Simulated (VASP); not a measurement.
**ZrB: relaxation of cell and atoms with r2SCAN**

Crystal: ZrB.

```
Zr B
1.0
     3.47091    0.00000    0.00000
    -1.73545    3.00589    0.00000
     0.00000    0.00000    8.51058
Zr B
3 3
Direct
  0.00000 0.00000 0.00000
  0.33333 0.66667 0.33333
  0.66667 0.33333 0.66667
  0.66667 0.33333 0.16667
  0.00000 0.00000 0.50000
  0.33333 0.66667 0.83333
```

| Property | Result |
| --- | --- |
| Program | VASP 6.6.1 |
| Task | relaxation of cell and atoms |
| Functional | r2SCAN |
| Potentials or basis | VASP PAW PBE potentials, release 64 (Zr_sv, B) |
| Cutoff | 600 eV |
| k mesh | 12 × 12 × 4 |
| Occupations | gaussian, width 0.1 eV |
| Spin | no spin polarisation |
| Dipole correction | no |
| Further INCAR settings | ALGO = Normal; EDIFF = 1e-06; IBRION = 2; EDIFFG = -0.005; NSW = 100; ISIF = 3 |

```yaml
Relaxed_volume: 14.82 Å³/atom
Relaxed_cell: a = 3.476 Å, b = 3.476 Å, c = 8.493 Å, α = 90.00°, β = 90.00°, γ = 120.00°
Space_group_after_relaxing_to_0.1_Å: Fm-3m (No. 225)
Energy_gained_by_relaxing: 0.1 meV/atom
Ionic_steps: 5
Pressure_after_relaxing: 0.0 GPa
Band_gap_on_the_k_mesh: zero (an odd number of electrons rules out a gap without spin polarisation)
```

Step by step:
| step | energy change (eV) | largest force (eV/Å) | pressure (GPa) | volume (Å³) |
| --- | --- | --- | --- | --- |
| 1 | 0.0000 | 0.0000 | 0.17 | 88.79 |
| 2 | -0.0001 | 0.0000 | -0.21 | 89.00 |
| 3 | -0.0002 | 0.0000 | -0.12 | 88.95 |
| 4 | -0.0003 | 0.0000 | -0.04 | 88.91 |
| 5 | -0.0003 | 0.0000 | -0.01 | 88.89 |

Final structure:
```xyz
6
Lattice="3.4764 0.0000 0.0000 -1.7382 3.0107 0.0000 0.0000 0.0000 8.4930" Properties=species:S:1:pos:R:3 pbc="T T T"
Zr    0.0000    0.0000    0.0000
Zr    0.0000    2.0071    2.8310
Zr    1.7382    1.0036    5.6620
B     1.7382    1.0036    1.4155
B     0.0000    0.0000    4.2465
B     0.0000    2.0071    7.0775
```

Levels at points of the mesh, in eV from the Fermi level:
```tsv
k point	band 21	band 22	band 23	band 24	band 25	band 26
(0.00, 0.00, 0.00)	-0.70	2.00	2.00	2.03	3.29	3.29
(0.50, 0.00, 0.00)	-0.68	-0.68	-0.67	2.11	2.13	3.96
(0.00, 0.00, 0.50)	0.82	0.82	0.82	0.82	2.75	2.75
(0.50, 0.00, 0.50)	-0.88	-0.88	0.76	0.76	2.41	2.41
```

Run time: 82 min on 1 thread of Oxide Virtual Turin-like Processor, with other jobs on the host, peak memory 0.33 GiB.

Caveat: the PAW data sets were made with another functional, which shifts forces and pressure a little.
